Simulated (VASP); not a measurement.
Wanted: the native input for a VASP 6.6.1 run.

```
Task                   : relaxation of cell and atoms
Functional             : PBEsol
Potentials or basis    : VASP PAW PBE potentials, release 64 (Ta_pv, N)
Cutoff                 : 600 eV
k mesh                 : 6 × 6 × 4
Occupations            : gaussian, width 0.1 eV
Spin                   : no spin polarisation
Dipole correction      : no
Further INCAR settings : ALGO = Normal; EDIFF = 1e-07; IBRION = 2; EDIFFG = -0.05; NSW = 100; ISIF = 3
```

The structure of TaN lies in POSCAR:

```
TaN
1.0
    3.0480019786      0.0000000000      0.0000000000
   -1.5240009893      2.6396471442      0.0000000000
    0.0000000000      0.0000000000      4.9180000000
Ta N
2 2
Direct
    0.0000000000      0.0000000000      0.0000000000
    0.0000000000      0.0000000000      0.5000000000
    0.3333333333      0.6666666667      0.2500000000
    0.6666666667      0.3333333333      0.7500000000
```

These files were run (other wordings do the same):

INCAR

```
ALGO     = Normal         # electronic algorithm
EDIFF    = 1E-7           # SCF threshold, eV
EDIFFG   = -0.05          # ionic threshold
ENCUT    = 600            # plane-wave cutoff, eV
GGA      = PS             # functional
IBRION   = 2              # ionic algorithm
ISIF     = 3              # what is computed and relaxed
ISMEAR   = 0              # smearing method
LASPH    = True           # aspherical terms in the spheres
LCHARG   = False          # write CHGCAR
LREAL    = False          # projectors in reciprocal space
LWAVE    = False          # write WAVECAR
NELM     = 100            # most SCF steps
NSW      = 100            # ionic steps
PREC     = Accurate       # precision mode
SIGMA    = 0.1            # smearing width, eV
```

KPOINTS

```
k-points
0
Gamma
  6 6 4
```

Potentials or basis: VASP PAW PBE potentials, release 64 (Ta_pv, N).

Launch:

```sh
$ cat potpaw_PBE.64/Ta_pv/POTCAR potpaw_PBE.64/N/POTCAR > POTCAR
$ mpirun -np 1 vasp_std > vasp.out
```

It gave:

```
Relaxed volume                         : 10.62 Å³/atom
Relaxed cell                           : a = 2.893 Å, b = 2.893 Å, c = 5.857 Å, α = 90.00°, β = 90.00°, γ = 120.00°
Space group after relaxing (to 0.05 Å) : P6_3/mmc (No. 194)
Energy gained by relaxing              : 630.5 meV/atom
Ionic steps                            : 12
Pressure after relaxing                : -0.2 GPa
Band gap on the k mesh                 : zero (band 16 reaches 8.81 eV, above the bottom of band 17 at 8.00 eV)
```

Caveat: the k points lie up to 0.42 Å⁻¹ apart in the final cell; the PAW data sets were made with another functional, which shifts forces and pressure a little; spin-orbit coupling is left out, which moves the levels of the heavy elements.

Run time: 64 s on 1 thread of Intel(R) Xeon(R) 6975P-C (Granite Rapids), with other jobs on the host, peak memory 0.17 GiB.
